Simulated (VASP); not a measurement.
# Si4C5 in VASP: a series of runs

Si4C5 is run at these levels: PBE; tasks: single point.

All numbers are computed with VASP 6.6.1; they aren't measurements. Logs are shortened: lines on timing, memory, paths and dates and some standing lists are left out, and cuts for length are marked.

### Step 1. The cell of the first run

The cell holds a slab with vacuum, 9 atoms: a = 3.097 Å, b = 4.379 Å, c = 20.133 Å, α = 90.00°, β = 90.00°, γ = 90.00°.

### Step 2. Single point, PBE, collinear spin

Input file INCAR:

```
PREC = Accurate
ENCUT = 520
EDIFF = 1E-6
ISMEAR = 0
SIGMA = 0.05
LREAL = False
LASPH = True
NELM = 150
ALGO = Normal
ISIF = 2
LWAVE = False
LCHARG = False
ISPIN = 2
MAGMOM = 0 0 0 0 0 0 0 0 2
LORBIT = 11
LDIPOL = True
IDIPOL = 3
DIPOL = 0.5 0.5 0.334
GGA = PE
NBANDS = 32
```

Input file KPOINTS:

```
regular mesh
0
Gamma
  9 6 1
```

Input file POSCAR:

```
Si4C5
1.0
    3.0967389835      0.0000000000      0.0000000000
    0.0000000000      4.3794502696      0.0000000000
    0.0000000000      0.0000000000     20.1332068409
Si C
4 5
Direct
    0.5000000000      0.5000000000      0.1986767449
    0.0000000000      0.0000000000      0.2755829975
    0.5000000000      0.4971399929      0.3554907356
    0.0000000000      0.9498903522      0.4168952508
    0.0000000000      0.2500000000      0.1986767449
    0.5000000000      0.7500000000      0.2755829975
    0.0000000000      0.2559423736      0.3541649052
    0.5000000000      0.7547379257      0.4288043583
    1.0000000000      0.7547379257      0.4979535322
```

Potentials or basis: VASP PAW PBE potentials, release 64 (Si, C).

On the command line:

```bash
$ cat potpaw_PBE.64/Si/POTCAR potpaw_PBE.64/C/POTCAR > POTCAR
$ mpirun -np 1 vasp_std > vasp.out
```

OUTCAR:

```text
PREC = Accurate
   ENCUT = 520
   EDIFF = 1E-6
   ISMEAR = 0
   LREAL = False
   LASPH = True
   NELM = 150
   ISIF = 2
   ISPIN = 2
   LORBIT = 11
   GGA = PE

 ion  position               nearest neighbor table
   1  0.500  0.500  0.199-   6 1.90   5 1.90   5 1.90   2 3.10   2 3.10   2 3.10   2 3.10
   2  0.000  0.000  0.276-   5 1.90   6 1.90   6 1.90   7 1.94   4 2.85   1 3.10   1 3.10   1 3.10
                             1 3.10   3 3.12   3 3.12   3 3.14   3 3.14
   3  0.500  0.497  0.355-   8 1.86   7 1.87   7 1.87   6 1.95   4 2.80   4 2.80   4 3.11   4 3.11
                             2 3.12   2 3.12   2 3.14   2 3.14
   4  0.000  0.950  0.417-   8 1.78   8 1.78   7 1.84   9 1.84   3 2.80   3 2.80   2 2.85   3 3.11
                             3 3.11
   5  0.000  0.250  0.199-   2 1.90   1 1.90   1 1.90
   6  0.500  0.750  0.276-   1 1.90   2 1.90   2 1.90   3 1.95
   7  0.000  0.256  0.354-   4 1.84   3 1.87   3 1.87   2 1.94
   8  0.500  0.755  0.429-   4 1.78   4 1.78   3 1.86
   9  0.000  0.755  0.498-   4 1.84

  LATTYP: Found a simple orthorhombic cell.
 ALAT       =     3.0967389835
 B/A-ratio  =     1.4142135624
 C/A-ratio  =     6.5014219630

  Lattice vectors:

 A1 = (   3.0967389835,   0.0000000000,   0.0000000000)
 A2 = (   0.0000000000,   4.3794502696,   0.0000000000)
 A3 = (   0.0000000000,   0.0000000000,  20.1332068409)

Analysis of symmetry for initial positions (statically):
=====================================================================
 Subroutine PRICEL returns:
 Original cell was already a primitive cell.

 Routine SETGRP: Setting up the symmetry group for a
 simple orthorhombic supercell.

 Subroutine GETGRP returns: Found  2 space group operations
 (whereof  2 operations were pure point group operations)
 out of a pool of  8 trial point group operations.

The static configuration has the point symmetry C_1h.

Analysis of symmetry for dynamics (positions and initial velocities):
=====================================================================
 Subroutine PRICEL returns:
 Original cell was already a primitive cell.

 Routine SETGRP: Setting up the symmetry group for a
 simple orthorhombic supercell.

 Subroutine GETGRP returns: Found  2 space group operations
 (whereof  2 operations were pure point group operations)
 out of a pool of  8 trial point group operations.

The dynamic configuration has the point symmetry C_1h.

Analysis of structural, dynamic, and magnetic symmetry:
=====================================================================
 Subroutine PRICEL returns:
 Original cell was already a primitive cell.

 Routine SETGRP: Setting up the symmetry group for a
 simple orthorhombic supercell.

 Subroutine GETGRP returns: Found  2 space group operations
 (whereof  2 operations were pure point group operations)
 out of a pool of  8 trial point group operations.

The overall configuration has the point symmetry C_1h.

 Subroutine INISYM returns: Found  2 space group operations
 (whereof  2 operations are pure point group operations),
 and found     1 'primitive' translations

----------------------------------------------------------------------------------------

                                     Primitive cell

  volume of cell :     273.0468

  direct lattice vectors                    reciprocal lattice vectors
     3.096738983  0.000000000  0.000000000     0.322920338  0.000000000  0.000000000
     0.000000000  4.379450270  0.000000000     0.000000000  0.228339161  0.000000000
     0.000000000  0.000000000 20.133206841     0.000000000  0.000000000  0.049669186

  length of vectors
     3.096738983  4.379450270 20.133206841     0.322920338  0.228339161  0.049669186

  position of ions in fractional coordinates (direct lattice)
     0.500000000  0.500000000  0.198676745
     0.000000000  0.000000000  0.275582998
     0.500000000  0.497139993  0.355490736
     0.000000000  0.949890352  0.416895251
     0.000000000  0.250000000  0.198676745
     0.500000000  0.750000000  0.275582998
     0.000000000  0.255942374  0.354164905
     0.500000000  0.754737926  0.428804358
     0.000000000  0.754737926  0.497953532

  ion indices of the primitive-cell ions
   primitive index   ion index
                 1           1
                 2           2
                 3           3
                 4           4
                 5           5
                 6           6
                 7           7
                 8           8
                 9           9

----------------------------------------------------------------------------------------

 KPOINTS: regular mesh

Automatic generation of k-mesh.
 Grid dimensions read from file:
 generate k-points for:    9    6    1

 Generating k-lattice:

  Cartesian coordinates                     Fractional coordinates (reciprocal lattice)
     0.035880038  0.000000000  0.000000000     0.111111111  0.000000000  0.000000000
     0.000000000  0.038056527  0.000000000     0.000000000  0.166666667  0.000000000
     0.000000000  0.000000000  0.049669186     0.000000000  0.000000000  1.000000000

  Length of vectors
     0.035880038  0.038056527  0.049669186

  Shift w.r.t. Gamma in fractional coordinates (k-lattice)
     0.000000000  0.000000000  0.000000000

 Subroutine IBZKPT returns following result:
 ===========================================

 Found     20 irreducible k-points:

 Following reciprocal coordinates:
            Coordinates               Weight
  0.000000  0.000000  0.000000      1.000000
  0.111111  0.000000  0.000000      2.000000
  0.222222  0.000000  0.000000      2.000000
  0.333333  0.000000  0.000000      2.000000
  0.444444  0.000000  0.000000      2.000000
  0.000000  0.166667  0.000000      2.000000
[... 12 lines left out ...]
  0.333333  0.500000  0.000000      2.000000
  0.444444  0.500000  0.000000      2.000000
   k-points           NKPTS =     20   k-points in BZ     NKDIM =     20   number of bands    NBANDS=     32
   number of dos      NEDOS =    301   number of ions     NIONS =      9
   total plane-waves  NPLWV = 129600
   dimension x,y,z NGX =    24 NGY =   36 NGZ =  150
   dimension x,y,z NGXF=    48 NGYF=   72 NGZF=  300
   ions per type =               4   5
   NGX,Y,Z   is equivalent  to a cutoff of  12.88, 13.67, 12.39 a.u.
   NGXF,Y,Z  is equivalent  to a cutoff of  25.77, 27.33, 24.77 a.u.
 SYSTEM =  unknown system
   PREC   = accura    normal or accurate (medium, high low for compatibility)
   ISTART =      0    job   : 0-new  1-cont  2-samecut
   ICHARG =      2    charge: 1-file 2-atom 10-const
   ISPIN  =      2    spin polarized calculation?
   LNONCOLLINEAR =      F non collinear calculations
   LSORBIT =      F    spin-orbit coupling
   LASPH  =      T    aspherical Exc in radial PAW
   ENCUT  =  520.0 eV  38.22 Ry    6.18 a.u.   5.76  8.14 37.43*2*pi/ulx,y,z
   NELM   =    150;   NELMIN=  2; NELMDL= -5     # of ELM steps
   EDIFF  = 0.1E-05   stopping-criterion for ELM
   LREAL  =      F    real-space projection
   EDIFFG = 0.1E-04   stopping-criterion for IOM
   NSW    =      0    number of steps for IOM
   IBRION =     -1    ionic relax: 0-MD 1-quasi-New 2-CG
   NFREE  =      0    steps in history (QN), initial steepest desc. (CG)
   ISIF   =      2    stress and relaxation
   ISYM   =      2    0-nonsym 1-usesym 2-fastsym
   POTIM  = 0.5000    time-step for ionic-motion
   TEBEG  =    0.0;   TEEND  =   0.0 temperature during run
   PSTRESS=    0.0 pullay stress
   NELECT =      36.0000    total number of electrons
   NUPDOWN=      -1.0000    fix difference up-down
   EMIN   =  10.00;   EMAX   =-10.00  energy-range for DOS
   EFERMI =   0.00;   METHOD = LEGACY
   ISMEAR =     0;   SIGMA  =   0.05  broadening in eV -4-tet -1-fermi 0-gaus
   EFERMI_NEDOS =   21; number of points for ismear=-14 and -15
   IALGO  =     38    algorithm
   IMIX   =      4    mixing-type and parameters
     AMIX     =   0.40;   BMIX     =  1.00
     AMIX_MAG =   1.60;   BMIX_MAG =  1.00
  volume/ion in A,a.u.               =      30.34       204.73
  Fermi-wavevector in a.u.,A,eV,Ry     =   0.833227  1.574571  9.446077  0.694267
  Thomas-Fermi vector in A             =   1.946415
   LORBIT       =     11    0 simple, 1 ext, 2 COOP (PROOUT), +10 PAW based schemes
   GGA     = PE    functional components
   LHFCALC =     F    Hartree Fock is set to
   AEXX    =    0.0000 exact exchange contribution
   IVDW    =     0    specifies the selected vdW correction
   LEPSILON=     F    determine dielectric tensor
   LRPA    =     F    only Hartree local field effects (RPA)
 spin polarized calculation
 Gauss-broadening in eV      SIGMA  =   0.05
  energy-cutoff  :      520.00
  volume of cell :      273.05
 maximum number of plane-waves:      7424
 NGX is ok and might be reduce to    24
   NGX = 11   NGY = 17   NGZ = 75

 dipolmoment           0.000000      0.000000     -0.171256 electrons x Angstroem

 number of electron      35.9999997 magnetization       0.0505178

 number of electron      35.9999997 magnetization      -0.0650740

 dipolmoment           0.000000      0.000000      0.129780 electrons x Angstroem

 Free energy of the ion-electron system (eV)
  ---------------------------------------------------
  ext. energy  EPLUGINS =         0.00000000
  ---------------------------------------------------
  free energy    TOTEN  =       -58.55404138 eV

  energy without entropy =      -58.55149146  energy(sigma->0) =      -58.55276642

 E-fermi :  -0.8317     XC(G=0):  -4.7694

 val. band max:       -0.8576763359   @ k =   0.4444   0.0000   0.0000
 cond. band min:      -0.8248130834   @ k =   0.4444   0.1667   0.0000
 fundamental gap:      0.0328632525
 Fermi energy:        -0.8317352574

 spin component 1

 k-point     1 :       0.0000    0.0000    0.0000
  band No.  band energies     occupation
      1     -17.1375      1.00000
      2     -15.5045      1.00000
      3     -13.6684      1.00000
      4     -11.9877      1.00000
      5     -10.1242      1.00000
      6      -9.0887      1.00000
[... 649 lines left out ...]
     29       6.4283      0.00000
     30       6.7502      0.00000
 Fermi energy:        -0.8317352574

 spin component 2

 k-point     1 :       0.0000    0.0000    0.0000
  band No.  band energies     occupation
      1     -17.1390      1.00000
      2     -15.5090      1.00000
      3     -13.6715      1.00000
      4     -11.9889      1.00000
      5     -10.1274      1.00000
      6      -9.0915      1.00000
[... 649 lines left out ...]
     29       6.4165      0.00000
     30       6.7394      0.00000
 [bands above 30 left out]

------------------------ aborting loop because EDIFF is reached ----------------------------------------

 vacuum level on the upper side and lower side of the slab       (xc-potential included)         0.849        -0.843

  FORCE on cell =-STRESS in cart. coord.  units (eV):
  Direction    XX          YY          ZZ          XY          YZ          ZX
  --------------------------------------------------------------------------------------
  -------------------------------------------------------------------------------------
  Total       -0.1226901      0.5288461     -1.9094088      0.0000000      2.4552331      0.0000000
  in kB       -0.7199180      3.1031497    -11.2039805      0.0000000     14.4067545      0.0000000
  external PRESSURE =      -2.9402496 kB  Pullay stress =       0.0000000 kB

 VOLUME and BASIS-vectors are now :
 -----------------------------------------------------------------------------
  energy-cutoff  :      520.00
  volume of cell :      273.05
      direct lattice vectors                 reciprocal lattice vectors
     3.096738983  0.000000000  0.000000000     0.322920338  0.000000000  0.000000000
     0.000000000  4.379450270  0.000000000     0.000000000  0.228339161  0.000000000
     0.000000000  0.000000000 20.133206841     0.000000000  0.000000000  0.049669186

 POSITION                                       TOTAL-FORCE (eV/Angst)
 -----------------------------------------------------------------------------------
      1.54837      2.18973      4.00000         0.000000     -2.840807      1.689269
      0.00000      0.00000      5.54837         0.000000      0.492691     -1.166972
      1.54837      2.17720      7.15717         0.000000     -0.610917     -0.657344
      0.00000      4.16000      8.39344         0.000000      3.383039      0.978736
      0.00000      1.09486      4.00000         0.000000      1.780958     -0.362121
      1.54837      3.28459      5.54837         0.000000      0.645896      0.165161
      0.00000      1.12089      7.13048         0.000000     -0.583265     -0.279909
      1.54837      3.30534      8.63321         0.000000     -2.332083     -0.381347
      0.00000      3.30534     10.02540         0.000000      0.064488      0.014526
 -----------------------------------------------------------------------------------
    total drift:                                0.000000     -0.000153      0.000132

  FREE ENERGIE OF THE ION-ELECTRON SYSTEM (eV)
  ---------------------------------------------------
  free  energy   TOTEN  =       -58.5540413795 eV

  energy  without entropy=      -58.5514914558  energy(sigma->0) =      -58.55276642

 vacuum level on the upper side and lower side of the slab         5.773         3.977

 total charge

# of ion       s       p       d       tot
------------------------------------------
    1        0.749   0.844   0.000   1.594
    2        0.704   0.922   0.000   1.626
    3        0.710   0.961   0.000   1.672
    4        0.727   1.032   0.000   1.759
    5        0.857   1.528   0.000   2.386
    6        0.846   1.649   0.000   2.495
    7        0.846   1.693   0.000   2.539
    8        0.855   1.630   0.000   2.484
    9        1.042   1.067   0.000   2.109
--------------------------------------------------
tot          7.338  11.326   0.000  18.664

 magnetization (x)

# of ion       s       p       d       tot
------------------------------------------
    1       -0.007  -0.021   0.000  -0.028
    2       -0.000  -0.000   0.000  -0.000
    3       -0.000  -0.001   0.000  -0.001
    4        0.000   0.000   0.000   0.000
    5        0.000   0.007   0.000   0.008
    6       -0.000  -0.001   0.000  -0.001
    7        0.000   0.001   0.000   0.001
    8       -0.000  -0.000   0.000  -0.000
    9       -0.000  -0.002   0.000  -0.002
--------------------------------------------------
tot         -0.008  -0.015   0.000  -0.023
```

Run time: 8.8 min. Hardware: 1 thread of Intel Xeon Platinum 8488C (Sapphire Rapids), shared host; peak memory 0.59 GiB.

What came out:

```
Free energy                                           : -58.5540 eV
Largest force                                         : 3.522 eV/Å
Net moment                                            : -0.07 μB per cell
Site moments                                          : Si -0.03, -0.00, +0.00; C +0.01, -0.00, +0.00 μB
Valence electrons inside the program's atomic spheres : Si 1.59, 1.63, 1.67, 1.76; C 2.39, 2.50, 2.54, 2.48, 2.11
```

Forces in eV/Å, atoms in the order of the input:
```
Si   0.000 -2.841  1.689
Si   0.000  0.493 -1.167
Si   0.000 -0.611 -0.657
Si   0.000  3.383  0.979
C    0.000  1.781 -0.362
C    0.000  0.646  0.165
C    0.000 -0.583 -0.280
C    0.000 -2.332 -0.381
C    0.000  0.064  0.015
```

Levels at points of the mesh, in eV from the Fermi level:
Spin up:
```
           k point  band 15  band 16  band 17  band 18  band 19  band 20  band 21  band 22
(0.00, 0.00, 0.00)    -1.89    -0.96    -0.93    -0.33     0.59     1.01     2.29     2.56
(0.00, 0.50, 0.00)    -1.68    -1.53    -0.77    -0.42     0.37     1.03     2.39     3.43
```
Spin down:
```
           k point  band 16  band 17  band 18  band 19  band 20  band 21
(0.00, 0.00, 0.00)    -0.95    -0.93    -0.33     0.58     0.90     2.28
(0.00, 0.50, 0.00)    -1.53    -0.76    -0.42     0.24     1.00     2.38
```

### Step 3. Single point, PBE, collinear spin

Input file INCAR:

```
SYSTEM = Si4C5
PREC = Accurate ; ENCUT = 520
EDIFF = 1E-6 ; ISMEAR = 0
SIGMA = 0.05 ; LREAL = .False.
LASPH = .True. ; NELM = 150
ALGO = Normal ; ISIF = 2
LWAVE = .False. ; LCHARG = .False.
ISPIN = 2 ; MAGMOM = 0 0 0 0 0 0 0 0 2
LORBIT = 11 ; LDIPOL = .True.
IDIPOL = 3 ; DIPOL = 0.5 0.5 0.332
GGA = PE ; NBANDS = 32
```

Input file KPOINTS:

```
regular mesh
0
Gamma
  9 6 1
  0 0 0
```

Edit POSCAR of step 2 so:

```diff
@@ -16,2 +16,2 @@
     0.5000000000      0.7547379257      0.4288043583
-    1.0000000000      0.7547379257      0.4979535322
+    1.0000000000      1.5880712590      0.4835076448
```

Potentials or basis: VASP PAW PBE potentials, release 64 (Si, C).

On the command line:

```bash
$ cat potpaw_PBE.64/Si/POTCAR potpaw_PBE.64/C/POTCAR > POTCAR
$ mpirun -np 1 vasp_std > vasp.out
```

It took 4.7 min on 1 thread of Intel Xeon 6975P-C (Granite Rapids), shared host; peak memory 0.6 GiB.

The run converged. Its results:

```
Free energy                                           : -58.1638 eV
Largest force                                         : 3.256 eV/Å
Net moment                                            : 0.31 μB per cell
Site moments                                          : Si +0.05, +0.00, +0.01, -0.02; C -0.02, +0.00, -0.00, +0.15 μB
Valence electrons inside the program's atomic spheres : Si 1.59, 1.63, 1.67, 1.68; C 2.39, 2.50, 2.54, 2.48, 2.07
```

Forces in eV/Å, atoms in the order of the input:
```
Si   0.000 -2.820  1.626
Si   0.000  0.370 -1.325
Si   0.000 -0.344 -1.484
Si   0.000  2.736  1.668
C    0.000  1.749 -0.357
C    0.000  0.522  0.222
C    0.000 -0.702 -0.432
C    0.000 -2.329  0.079
C    0.000  0.818  0.003
```

Levels at points of the mesh, in eV from the Fermi level:
Spin up:
```csv
k point,band 14,band 15,band 16,band 17,band 18,band 19,band 20,band 21,band 22,band 23
"(0.00, 0.00, 0.00)",-2.23,-2.01,-1.21,-0.93,-0.50,0.02,0.85,2.05,2.08,2.51
"(0.00, 0.50, 0.00)",-2.54,-1.94,-1.52,-0.76,-0.45,0.13,0.58,1.85,2.68,3.93
```
Spin down:
| k point | band 15 | band 16 | band 17 | band 18 | band 19 | band 20 | band 21 | band 22 |
| --- | --- | --- | --- | --- | --- | --- | --- | --- |
| (0.00, 0.00, 0.00) | -1.87 | -1.22 | -0.93 | -0.45 | 0.47 | 1.05 | 2.08 | 2.18 |
| (0.00, 0.50, 0.00) | -1.88 | -1.52 | -0.79 | 0.06 | 0.25 | 0.69 | 1.98 | 2.79 |
